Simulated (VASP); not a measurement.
Here is a VASP 6.6.1 calculation.

File INCAR:

```
  ALGO = Normal
  EDIFF = 1E-7
  ENCUT = 520
  GGA = PE
  ISIF = 2
  ISMEAR = 0
  LASPH = T
  LCHARG = F
  LREAL = F
  LWAVE = F
  NBANDS = 16
  NELM = 60
  PREC = Accurate
  SIGMA = 0.02
```

Contents of KPOINTS:

```
k-points
0
Gamma
  9 9 6
```

File POSCAR:

```
MgO
1.0
    3.5557182844      0.0000000000      0.0000000000
   -1.7778591422      3.0793423630      0.0000000000
    0.0000000000      0.0000000000      4.2794480020
Mg O
2 2
Direct
    0.6666666667      0.3333333333      0.7500000000
    0.3333333333      0.6666666667      0.2500000000
    0.6666666667      0.3333333333      0.2500000000
    0.3333333333      0.6666666667      0.7500000000
```

Potentials or basis: VASP PAW PBE potentials, release 64 (Mg, O).

Launch:

```sh
$ cat potpaw_PBE.64/Mg/POTCAR potpaw_PBE.64/O/POTCAR > POTCAR
$ mpirun -np 1 vasp_std > vasp.out
```

(1) What does it give for the pressure?

(2) Estimate the band gap on the k mesh.

Answers

(1) -4.0 GPa.

(2) 3.11 eV, direct.
